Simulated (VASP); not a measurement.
A run of VASP 6.6.1 is set up as follows.

Contents of INCAR:

```
SYSTEM = Tl
PREC     = Accurate       ! precision mode
ENCUT    = 500            ! plane-wave cutoff, eV
EDIFF    = 1E-6           ! SCF threshold, eV
ISMEAR   = -1             ! smearing method
SIGMA    = 0.1            ! smearing width, eV
LREAL    = .False.        ! projectors in reciprocal space
LASPH    = .True.         ! aspherical terms in the spheres
NELM     = 120            ! most SCF steps
ALGO     = Normal         ! electronic algorithm
ISIF     = 2              ! what is computed and relaxed
LWAVE    = .False.        ! write WAVECAR
LCHARG   = .False.        ! write CHGCAR
GGA      = CA             ! functional
NBANDS   = 12             ! bands
GGA_COMPAT= .False.
```

KPOINTS

```
Automatic mesh
0
Gamma
  8 8 8
  0 0 0
```

The input POSCAR:

```
Tl
1.0
    3.3619110000      0.0000000000      0.0000000000
   -1.1206369649      3.1696401002      0.0000000000
   -1.1206369649     -1.5848199756      2.7449888906
Tl
1
Direct
    0.0000000000      0.0000000000      0.0000000000
```

Potentials or basis: VASP PAW LDA potentials, release 64 (Tl_d).

Run with:

```bash
$ cat potpaw_LDA.64/Tl_d/POTCAR > POTCAR
$ mpirun -np 1 vasp_std > vasp.out
```

Question: Predict the pressure.

Answer: -2.1 GPa.
